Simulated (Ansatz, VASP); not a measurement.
# MgO: VASP beside Ansatz

```xyz
4
Lattice="3.4841 0.0000 0.0000 -1.7420 3.0173 0.0000 0.0000 0.0000 4.1853" Properties=species:S:1:pos:R:3 pbc="T T T"
Mg    1.7420    1.0058    3.1390
Mg    0.0000    2.0115    1.0463
O     1.7420    1.0058    1.0463
O     0.0000    2.0115    3.1390
```

Alike in both runs: task single point; functional PBE; dispersion D3(BJ); k mesh 6 × 6 × 4; no spin polarisation.

|  | VASP | Ansatz |
| --- | --- | --- |
| version | VASP 6.6.1 | Ansatz 0.2.0 |
| potentials or method | VASP PAW PBE potentials, release 64 (Mg, O) | plane waves |
| plane-wave cutoff (eV) | 600 | 420 |
| occupations | gaussian, width 0.01 eV | fixed |
| valence electrons in the cell | 16 | 32 |

|  | VASP | Ansatz | Ansatz less VASP |
| --- | --- | --- | --- |
| gap on the k mesh at the Fermi level (eV) | 3.44 | 3.45 | +0.015 |
| pressure (GPa) | 0.0 | 0.7 | +0.69 |
| traceless stress, the component that is largest in VASP (GPa) | 0.34 | 0.45 | +0.106 |

VASP's potentials hold 16 valence electrons a cell and Ansatz's 32, so a difference there can come from the potentials and not from the codes.
